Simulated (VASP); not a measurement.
# Zn2WN3 (P6/mmm) in VASP: single point with PBE

Aim: the single point of Zn2WN3 with PBE.

Program: VASP 6.6.1. These are calculated values, not measurements. Logs are shortened: lines on timing, memory, paths and dates and some standing lists are left out, and cuts for length are marked.

### Step 1. The cell of the first run

It takes space group P6/mmm (No. 191, hexagonal). Conventional cell: a = 5.288 Å, b = 5.288 Å, c = 2.801 Å, α = 90.00°, β = 90.00°, γ = 120.00°. Zn (site symmetry -6m2) has 6 N at 2.07 Å and 2 Zn at 2.80 Å within 2.9 Å. W (site symmetry 6/mmm) has 2 W at 2.80 Å and 12 N at 2.99 Å and 6 Zn at 3.05 Å within 3.7 Å. Within 3.0 Å of N (site symmetry mmm) lie 4 Zn at 2.07 Å and 6 N at 2.64 to 2.80 Å and 4 W at 2.99 Å.

The cell was built from a structure type or drawn by symmetry, and may not be a known phase.

### Step 2. Single point, PBE, collinear spin, ferrimagnetic start

File INCAR:

```
SYSTEM = Zn2WN3
PREC = Accurate ; ENCUT = 520
EDIFF = 1E-6 ; ISMEAR = 0
SIGMA = 0.1 ; LREAL = .FALSE.
LASPH = .TRUE. ; NELM = 150
ALGO = Normal ; ISIF = 2
LWAVE = .FALSE. ; LCHARG = .FALSE.
ISPIN = 2 ; MAGMOM = -0.02 -0.02 1.39 -0.36 -0.36 -0.36
LORBIT = 11 ; LMAXMIX = 4
GGA = PE ; NBANDS = 40
```

File KPOINTS:

```
Automatic mesh
0
G
  6 6 4
  0 0 0
```

File POSCAR:

```
Zn2WN3
1.0
    5.2876682557     -0.0000000031      0.0000000000
   -2.6438341252      4.5792550378      0.0000000000
    0.0000000000      0.0000000000      2.8014494628
Zn W N
2 1 3
Direct
    0.3333333333      0.6666666667      0.0000000000
    0.6666666667      0.3333333333      0.0000000000
    0.0000000000      0.0000000000      0.0000000000
    0.5000000000      0.0000000000      0.5000000000
    0.5000000000      0.5000000000      0.5000000000
    0.0000000000      0.5000000000      0.5000000000
```

Potentials or basis: VASP PAW PBE potentials, release 64 (Zn, W_sv, N).

Started as:

```sh
> cat potpaw_PBE.64/Zn/POTCAR potpaw_PBE.64/W_sv/POTCAR potpaw_PBE.64/N/POTCAR > POTCAR
> mpirun -np 1 vasp_std > vasp.out
```

OUTCAR:

```text
SYSTEM = Zn2WN3
   PREC = Accurate
   ENCUT = 520
   EDIFF = 1E-6
   ISMEAR = 0
   LREAL = .FALSE.
   LASPH = .TRUE.
   NELM = 150
   ISIF = 2
   ISPIN = 2
   LORBIT = 11
   GGA = PE

 ion  position               nearest neighbor table
   1  0.333  0.667  0.000-   6 2.07   6 2.07   4 2.07   4 2.07   5 2.07   5 2.07   3 3.05   3 3.05
                             3 3.05
   2  0.667  0.333  0.000-   6 2.07   6 2.07   4 2.07   4 2.07   5 2.07   5 2.07   3 3.05   3 3.05
                             3 3.05
   3  0.000  0.000  0.000-   1 3.05   2 3.05   2 3.05   1 3.05   2 3.05   1 3.05
   4  0.500  0.000  0.500-   1 2.07   2 2.07   1 2.07   2 2.07
   5  0.500  0.500  0.500-   1 2.07   2 2.07   1 2.07   2 2.07
   6  0.000  0.500  0.500-   1 2.07   2 2.07   1 2.07   2 2.07

  LATTYP: Found a hexagonal cell.
 ALAT       =     5.2876682557
 C/A-ratio  =     0.5298080983

  Lattice vectors:

 A1 = (   5.2876682557,  -0.0000000031,   0.0000000000)
 A2 = (  -2.6438341252,   4.5792550378,   0.0000000000)
 A3 = (   0.0000000000,   0.0000000000,   2.8014494628)

Analysis of symmetry for initial positions (statically):
=====================================================================
 Subroutine PRICEL returns:
 Original cell was already a primitive cell.

 Routine SETGRP: Setting up the symmetry group for a
 hexagonal supercell.

 Subroutine GETGRP returns: Found 24 space group operations
 (whereof 24 operations were pure point group operations)
 out of a pool of 24 trial point group operations.

The static configuration has the point symmetry D_6h.

Analysis of symmetry for dynamics (positions and initial velocities):
=====================================================================
 Subroutine PRICEL returns:
 Original cell was already a primitive cell.

 Routine SETGRP: Setting up the symmetry group for a
 hexagonal supercell.

 Subroutine GETGRP returns: Found 24 space group operations
 (whereof 24 operations were pure point group operations)
 out of a pool of 24 trial point group operations.

The dynamic configuration has the point symmetry D_6h.

Analysis of structural, dynamic, and magnetic symmetry:
=====================================================================
 Subroutine PRICEL returns:
 Original cell was already a primitive cell.

 Routine SETGRP: Setting up the symmetry group for a
 hexagonal supercell.

 Subroutine GETGRP returns: Found 24 space group operations
 (whereof 24 operations were pure point group operations)
[... 140 lines left out ...]
  volume of cell :       67.83
 maximum number of plane-waves:      1856
 NGX is ok and might be reduce to    40
   NGX = 19   NGY = 19   NGZ = 11

 number of electron      53.0000019 magnetization       0.5897230

 Free energy of the ion-electron system (eV)
  ---------------------------------------------------
  ext. energy  EPLUGINS =         0.00000000
  ---------------------------------------------------
  free energy    TOTEN  =       -29.42792375 eV

  energy without entropy =      -29.40593440  energy(sigma->0) =      -29.41692908

 E-fermi :   5.5735     XC(G=0): -12.2942

 val. band max:        5.5725382345   @ k =   0.3333   0.1667   0.2500
 cond. band min:       5.5860932899   @ k =   0.1667  -0.0000   0.5000
 fundamental gap:      0.0135550554
 Fermi energy:         5.5735473248

 spin component 1

 k-point     1 :       0.0000    0.0000    0.0000
  band No.  band energies     occupation
      1     -69.5574      1.00000
      2     -33.9986      1.00000
      3     -33.9986      1.00000
      4     -33.0264      1.00000
      5     -10.8080      1.00000
      6      -8.1653      1.00000
[... 850 lines left out ...]
     37      13.4759      0.00000
     38      15.7774      0.00000
 Fermi energy:         5.5735473248

 spin component 2

 k-point     1 :       0.0000    0.0000    0.0000
  band No.  band energies     occupation
      1     -68.9170      1.00000
      2     -32.9963      1.00000
      3     -32.9963      1.00000
      4     -32.4206      1.00000
      5     -11.1867      1.00000
      6      -8.6569      1.00000
[... 850 lines left out ...]
     37      14.0509      0.00000
     38      15.9998      0.00000
 [bands above 38 left out]

------------------------ aborting loop because EDIFF is reached ----------------------------------------

  FORCE on cell =-STRESS in cart. coord.  units (eV):
  Direction    XX          YY          ZZ          XY          YZ          ZX
  --------------------------------------------------------------------------------------
  -------------------------------------------------------------------------------------
  Total        0.2929349      0.2929349      0.6070085     -0.0000000     -0.0000000      0.0000000
  in kB        6.9189448      6.9189448     14.3371737     -0.0000000     -0.0000000      0.0000000
  external PRESSURE =       9.3916878 kB  Pullay stress =       0.0000000 kB

 VOLUME and BASIS-vectors are now :
 -----------------------------------------------------------------------------
  energy-cutoff  :      520.00
  volume of cell :       67.83
      direct lattice vectors                 reciprocal lattice vectors
     5.287668256 -0.000000003  0.000000000     0.189119278  0.109188066  0.000000000
    -2.643834125  4.579255038  0.000000000     0.000000000  0.218376132  0.000000000
     0.000000000  0.000000000  2.801449463     0.000000000  0.000000000  0.356958072

 POSITION                                       TOTAL-FORCE (eV/Angst)
 -----------------------------------------------------------------------------------
      0.00000      3.05284      0.00000        -0.000000     -0.000000      0.000000
      2.64383      1.52642      0.00000         0.000000      0.000000      0.000000
      0.00000      0.00000      0.00000         0.000000      0.000000      0.000000
      2.64383     -0.00000      1.40072         0.000000      0.000000      0.000000
      1.32192      2.28963      1.40072         0.000000      0.000000      0.000000
     -1.32192      2.28963      1.40072         0.000000      0.000000      0.000000
 -----------------------------------------------------------------------------------
    total drift:                                0.000000     -0.000000      0.000000

  FREE ENERGIE OF THE ION-ELECTRON SYSTEM (eV)
  ---------------------------------------------------
  free  energy   TOTEN  =       -29.4279237499 eV

  energy  without entropy=      -29.4059344029  energy(sigma->0) =      -29.41692908

 total charge

# of ion       s       p       d       tot
------------------------------------------
    1        0.503   0.614   9.839  10.956
    2        0.503   0.614   9.839  10.956
    3        2.292   6.103   3.173  11.568
    4        1.329   2.218   0.000   3.547
    5        1.329   2.218   0.000   3.547
    6        1.329   2.218   0.000   3.547
--------------------------------------------------
tot          7.285  13.985  22.851  44.121

 magnetization (x)

# of ion       s       p       d       tot
------------------------------------------
    1        0.007   0.002  -0.022  -0.013
    2        0.007   0.002  -0.022  -0.013
    3        0.046   0.018   1.292   1.356
    4        0.000  -0.287   0.000  -0.287
    5        0.000  -0.287   0.000  -0.287
    6        0.000  -0.287   0.000  -0.287
--------------------------------------------------
tot          0.061  -0.839   1.248   0.470
```

OSZICAR:

```text
N       E                     dE             d eps       ncg     rms          rms(c)
DAV:   1     0.496488288739E+03    0.49649E+03   -0.24379E+04  3432   0.175E+03
DAV:   2     0.213808639914E+02   -0.47511E+03   -0.44562E+03  3400   0.463E+02
DAV:   3    -0.379701967094E+02   -0.59351E+02   -0.56407E+02  3904   0.145E+02
[... 12 lines left out ...]
DAV:  16    -0.294274953231E+02   -0.17876E-03   -0.24606E-03  3648   0.202E-01    0.154E-01
DAV:  17    -0.294278240981E+02   -0.32878E-03   -0.19632E-03  4408   0.188E-01    0.612E-02
DAV:  18    -0.294279016485E+02   -0.77550E-04   -0.15740E-03  3680   0.144E-01    0.459E-02
DAV:  19    -0.294279218479E+02   -0.20199E-04   -0.18306E-04  3632   0.689E-02    0.161E-02
DAV:  20    -0.294279232399E+02   -0.13920E-05   -0.14461E-05  3768   0.192E-02    0.688E-03
DAV:  21    -0.294279237499E+02   -0.51001E-06   -0.33684E-06  2936   0.769E-03
   1 F= -.29427924E+02 E0= -.29416929E+02  d E =-.219893E-01  mag=     0.5897
```

stdout:

```text
POSCAR found type information on POSCAR ZnW N
 POSCAR found :  3 types and       6 ions
 scaLAPACK will be used
 LDA part: xc-table for (Slater+PW92), standard interpolation
 POSCAR, INCAR and KPOINTS ok, starting setup
 FFT: planning ... GRIDC
 FFT: planning ... GRID_SOFT
 FFT: planning ... GRID
 WAVECAR not read
 entering main loop
```

It took 3.7 min on 1 thread of AMD EPYC 7R43 (Zen 3), shared host; peak memory 0.24 GiB.

What came out:

| Item | Value |
| --- | --- |
| Free energy | -29.4279 eV |
| Pressure | 0.9 GPa |
| Net moment | 0.59 μB per cell |
| Site moments | Zn -0.01; W +1.36; N -0.29 μB |
| Valence electrons inside the program's atomic spheres | Zn 10.96; W 11.57; N 3.55 |

Caveat: the k points lie up to 0.56 Å⁻¹ apart; spin-orbit coupling is left out, which moves the levels of the heavy elements.
